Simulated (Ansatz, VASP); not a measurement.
**ZnCd3O4 in VASP and in Ansatz**

File INCAR:

```
SYSTEM = ZnCd3O4
PREC = Accurate ; ENCUT = 520
EDIFF = 1E-7 ; ISMEAR = 0
SIGMA = 0.1 ; LREAL = .FALSE.
LASPH = .TRUE. ; NELM = 80
ALGO = Normal ; ISIF = 2
LWAVE = .FALSE. ; LCHARG = .TRUE.
GGA = PE ; LELF = .TRUE.
LVHAR = .TRUE. ; NBANDS = 46
```

Contents of KPOINTS:

```
regular mesh
0
G
  6 6 2
  0 0 0
```

POSCAR

```
ZnCd3O4
1.0
    3.3252980000      0.0000000000      0.0000000000
    0.0000000000      3.3252980000      0.0000000000
    0.0000000000      0.0000000000      9.2687760000
Zn Cd O
1 3 4
Direct
    0.0000000000      0.0000000000      0.0000000000
    0.5000000000      0.5000000000      0.2415340000
    0.0000000000      0.0000000000      0.5000000000
    0.5000000000      0.5000000000      0.7584660000
    0.0000000000      0.0000000000      0.2318760000
    0.5000000000      0.5000000000      0.5000000000
    0.0000000000      0.0000000000      0.7681240000
    0.5000000000      0.5000000000      0.0000000000
```

Input for Ansatz:

```yaml
crystal:
  lattice:
    - [3.325298, 0.0, 0.0]
    - [0.0, 3.325298, 0.0]
    - [0.0, 0.0, 9.268776]
  atoms:
    - { symbol: Zn, position: [0.0, 0.0, 0.0] }
    - { symbol: Cd, position: [0.5, 0.5, 0.241534] }
    - { symbol: Cd, position: [0.0, 0.0, 0.5] }
    - { symbol: Cd, position: [0.5, 0.5, 0.758466] }
    - { symbol: O, position: [0.0, 0.0, 0.231876] }
    - { symbol: O, position: [0.5, 0.5, 0.5] }
    - { symbol: O, position: [0.0, 0.0, 0.768124] }
    - { symbol: O, position: [0.5, 0.5, 0.0] }
basis:
  ecutwfc: 420
kpoints:
  mp_grid: { grid: [6, 6, 2] }
hamiltonian:
  xc: pbe
scf:
  occupations: { method: gaussian, width: 0.1 }
  lower_state_search: "off"
output:
  forces: true
  stress: true
  eigenvalues: true
```

Alike in both runs: task single point; functional PBE; k mesh 6 × 6 × 2; occupations gaussian, width 0.1 eV; no spin polarisation.

|  | VASP | Ansatz |
| --- | --- | --- |
| version | VASP 6.6.1 | Ansatz 0.2.0 |
| potentials or method | VASP PAW PBE potentials, release 64 (Zn, Cd, O), cutoff 520 eV | scalar-relativistic, plane waves, PAW |
| valence electrons in the cell | 72 | 96 |

```csv
,VASP,Ansatz,Ansatz less VASP
gap on the k mesh at the Fermi level (eV),none,none,-
pressure (GPa),1.3,0.0,-1.22
"traceless stress, the component that is largest in VASP (GPa)",0.01,-0.08,-0.088
rms of the force components (eV/Å),0.015,0.001,-0.0140
```

Atom by atom the forces differ by 0.014 eV/Å (rms over components). A gap of «none» marks a metal or a gap that the smearing closes. The functional is the same, so the differences come from potentials, cutoffs and numerics. VASP's potentials hold 72 valence electrons a cell and Ansatz's 96, so a difference there can come from the potentials and not from the codes.
